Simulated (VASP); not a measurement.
# AlN (P6_3mc) in VASP: a series of runs, part 2 of 2

VASP 6.6.1.

### 5 Relaxation of the atoms, PBE

This run uses another cell than the first one, of 11.49 Å³/atom.

INCAR reads:

```
SYSTEM = AlN
PREC     = Accurate       ! precision mode
ENCUT    = 520            ! plane-wave cutoff, eV
EDIFF    = 1E-6           ! SCF threshold, eV
ISMEAR   = 0              ! smearing method
SIGMA    = 0.05           ! smearing width, eV
LREAL    = .False.        ! projectors in reciprocal space
LASPH    = .True.         ! aspherical terms in the spheres
NELM     = 80             ! most SCF steps
ALGO     = Normal         ! electronic algorithm
ISIF     = 2              ! what is computed and relaxed
LWAVE    = .False.        ! write WAVECAR
LCHARG   = .False.        ! write CHGCAR
GGA      = PE             ! functional
IBRION   = 2              ! ionic algorithm
NSW      = 50             ! ionic steps
EDIFFG   = -0.01          ! ionic threshold
```

KPOINTS reads:

```
regular mesh
0
Gamma
  9 9 6
  0 0 0
```

POSCAR reads:

```
AlN
1.0
    3.1298889828      0.0000000000      0.0000000000
   -1.5649444914      2.7105633702      0.0000000000
    0.0000000000      0.0000000000      5.4183000000
Al N
2 2
Direct
    0.3333333333      0.6666666667      0.0017290859
    0.6666666667      0.3333333333      0.5017290859
    0.3333333333      0.6666666667      0.3832709141
    0.6666666667      0.3333333333      0.8832709141
```

Potentials or basis: VASP PAW PBE potentials, release 64 (Al, N).

Started as:

```
$ cat potpaw_PBE.64/Al/POTCAR potpaw_PBE.64/N/POTCAR > POTCAR
$ mpirun -np 1 vasp_std > vasp.out
```

OUTCAR:

```text
SYSTEM = AlN
   PREC = Accurate
   ENCUT = 520
   EDIFF = 1E-6
   ISMEAR = 0
   LREAL = .False.
   LASPH = .True.
   NELM = 80
   ISIF = 2
   GGA = PE
   IBRION = 2
   NSW = 50
   EDIFFG = -0.01

 ion  position               nearest neighbor table
   1  0.333  0.667  0.002-   4 1.92   4 1.92   4 1.92   3 2.07   2 3.26   2 3.26   2 3.26   2 3.26
                             2 3.26   2 3.26
   2  0.667  0.333  0.502-   3 1.92   3 1.92   3 1.92   4 2.07   1 3.26   1 3.26   1 3.26   1 3.26
                             1 3.26   1 3.26
   3  0.333  0.667  0.383-   2 1.92   2 1.92   2 1.92   1 2.07
   4  0.667  0.333  0.883-   1 1.92   1 1.92   1 1.92   2 2.07

  LATTYP: Found a hexagonal cell.
 ALAT       =     3.1298889828
 C/A-ratio  =     1.7311476636

  Lattice vectors:

 A1 = (   3.1298889828,   0.0000000000,   0.0000000000)
[... 283 lines left out ...]
      4       4.7921      2.00000
      5       4.7921      2.00000
      6       4.8976      2.00000
      7       5.2357      2.00000
      8       5.2357      2.00000
      9       8.4526      0.00000
     10      11.8212      0.00000
     11      14.6235      0.00000
     12      16.2228      0.00000
[... 331 lines left out ...]
 k-point    24 :       0.3333    0.3333    0.1667
  band No.  band energies     occupation
      1      -7.1064      2.00000
      2      -7.1064      2.00000
      3       1.0652      2.00000
      4       1.3420      2.00000
      5       1.3420      2.00000
      6       2.6181      2.00000
      7       3.4013      2.00000
      8       3.4013      2.00000
      9      10.1927      0.00000
     10      13.1412      0.00000
     11      13.4906      0.00000
     12      13.4906      0.00000

 [... further k-points ...]

------------------------ aborting loop because EDIFF is reached ----------------------------------------

  FORCE on cell =-STRESS in cart. coord.  units (eV):
  Direction    XX          YY          ZZ          XY          YZ          ZX
  --------------------------------------------------------------------------------------
  -------------------------------------------------------------------------------------
  Total       -1.4579549     -1.4579549     -7.4766124      0.0000000      0.0000000      0.0000000
  in kB      -50.8163102    -50.8163103   -260.5936936      0.0000000      0.0000000      0.0000000
  external PRESSURE =    -120.7421047 kB  Pullay stress =       0.0000000 kB
[... 19 lines left out ...]
  FREE ENERGIE OF THE ION-ELECTRON SYSTEM (eV)
  ---------------------------------------------------
  free  energy   TOTEN  =       -29.4911821835 eV

  energy  without entropy=      -29.4911821835  energy(sigma->0) =      -29.49118218

 reached required accuracy - stopping structural energy minimisation
```

Wall time 68 s (1 thread of Intel Xeon 8259CL, shared host); peak memory 0.17 GiB.

Results:

```
Free energy               : -29.4912 eV
Energy gained by relaxing : 3.2 meV/atom
Ionic steps               : 3
Pressure after relaxing   : -12.1 GPa
Band gap on the k mesh    : 3.22 eV
```

Stress tensor (GPa, compression positive):
```
 -5.08   0.00   0.00
  0.00  -5.08   0.00
  0.00   0.00 -26.06
```

The path:
```
step  energy change (eV)  largest force (eV/Å)  pressure (GPa)
   1              0.0000                0.3031          -11.28
   2             -0.0117                0.0937          -11.86
   3             -0.0129                0.0013          -12.07
```

Final structure:
```
Al N
1.0
     3.12989    0.00000    0.00000
    -1.56494    2.71056    0.00000
     0.00000    0.00000    5.41830
Al N
2 2
Direct
  0.33333 0.66667 0.00553
  0.66667 0.33333 0.50553
  0.33333 0.66667 0.37947
  0.66667 0.33333 0.87947
```

Levels at points of the mesh, in eV from the valence-band top:
| k point | band 4 | band 5 | band 6 | band 7 | band 8 | band 9 | band 10 | band 11 | band 12 |
| --- | --- | --- | --- | --- | --- | --- | --- | --- | --- |
| (0.00, 0.00, 0.00) | -0.44 | -0.44 | -0.34 | 0.00 | 0.00 | 3.22 | 6.59 | 9.39 | 10.99 |
| (0.00, 0.00, 0.50) | -3.52 | -0.23 | -0.23 | -0.23 | -0.23 | 5.85 | 5.85 | 9.28 | 9.28 |

As with any semilocal functional, this PBE gap is likely too small.

### 6 The runs side by side

```tsv
cell	gap on the mesh (eV)	pressure (GPa)
atoms relaxed from a = 3.130, b = 3.130, c = 5.017 Å, angles 90.0, 90.0, 120.0°, 4 atoms	4.05	-0.2
atoms relaxed from a = 3.099, b = 3.099, c = 5.218 Å, angles 90.0, 90.0, 120.0°, 4 atoms	3.85	-3.3
atoms relaxed from a = 3.130, b = 3.130, c = 5.418 Å, angles 90.0, 90.0, 120.0°, 4 atoms	3.22	-12.1
```

Alike in all rows: task relaxation of the atoms; level PBE; potentials or basis VASP PAW PBE potentials, release 64 (Al, N); no spin polarisation; k mesh 9 × 9 × 6; cutoff (eV) 520; smearing gaussian 0.05 eV.

Absolute energies hang on the potentials; compare differences alone.

### 7 How close it comes

Step 2. Measured gap of AlN: 6.0343 eV (an exciton energy, a little under the gap; 0 K; quoted in “Structural and optical properties of self-assembled AlN nanowires grown on SiO2/Si substrates by molecular beam epitaxy”, 2024, arxiv:2402.00216). This calculation gives 4.05 eV (-1.99 eV). 2 values of this kind are on record (6.034 to 6.0343 eV); this one was drawn at random. The value is that of PBE on a finite k mesh, which can miss the band edges, without temperature or zero-point motion. Semilocal functionals fall short of measured gaps as a rule.

Step 3. Measured gap of AlN: 6.034 eV (an exciton energy, a little under the gap; 10 K; quoted in “Self-assembly of well-separated AlN nanowires directly on sputtered metallic TiN films”, 2019, arxiv:1910.07391). This calculation gives 4.05 eV (-1.99 eV). 2 values of this kind are on record (6.034 to 6.0343 eV); this one was drawn at random. The value is that of PBE on a finite k mesh, which can miss the band edges, without temperature or zero-point motion. Semilocal functionals fall short of measured gaps as a rule.
